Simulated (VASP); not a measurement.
Input of a VASP 6.6.1 run:

The input INCAR:

```
PREC = Accurate
ENCUT = 520
EDIFF = 1E-6
ISMEAR = -1
SIGMA = 0.1861
LREAL = False
LASPH = True
NELM = 80
ALGO = Normal
ISIF = 2
LWAVE = False
LCHARG = True
GGA = PE
LELF = True
LVHAR = True
NBANDS = 111
ISYM = 0
```

KPOINTS

```
Automatic mesh
0
Gamma
  1 1 1
  0.25 0.25 0.25
```

File POSCAR:

```
Ge
1.0
    6.6784480000      0.0216250000     -0.1503050000
    0.0216250000      7.0326220000     -0.1691540000
   -0.1503050000     -0.1691540000      6.8752970000
Ge
14
Direct
    0.1214489549      0.8293388183      0.8504838938
    0.5359237530      0.2029884870      0.8158580399
    0.7021205983      0.8783006998      0.8830189173
    0.9679979171      0.2067066797      0.5320766781
    0.3423350906      0.0630167753      0.1041072430
    0.9572855942      0.1997879097     -0.1315892629
    0.1595872955      0.5651148904      0.6105057298
    0.9271788395      0.5284952976      0.2952688021
    0.5318811495      0.5589800311      0.7406043847
    0.2226669141      0.4713015888      1.0472592674
    0.3375114272      0.0176175717      0.4862279750
    0.5818900168      0.7445449382      0.3569675221
    0.5713291906      0.4018057615      0.3802690539
    0.8419012741      0.9519966716      0.2783194698
```

Potentials or basis: VASP PAW PBE potentials, release 64 (Ge_d).

The run is started by

```sh
$ cat potpaw_PBE.64/Ge_d/POTCAR > POTCAR
$ mpirun -np 1 vasp_std > vasp.out
```

Task: Estimate the largest force.

Result: 2.391 eV/Å.

Task: Predict the pressure.

Result: 0.3 GPa.

Task: Estimate the band gap on the k mesh.

Result: 0.38 eV.

Forces on the atoms (eV/Å):
```
Ge  -0.566  1.120  0.792
Ge   0.268 -0.181 -0.316
Ge   1.066 -0.473  0.414
Ge   0.342 -0.070 -2.365
Ge  -0.048  0.213 -0.306
Ge  -0.310  0.148  1.753
Ge   0.003  0.011 -0.193
Ge   0.732 -0.134  0.008
Ge   0.184  0.109 -0.266
Ge  -0.509 -0.556 -0.031
Ge  -0.309 -0.057  0.705
Ge  -0.965  0.778  0.435
Ge  -0.275 -0.932 -0.321
Ge   0.386  0.024 -0.309
```

Caveat: the k points lie up to 0.94 Å⁻¹ apart.
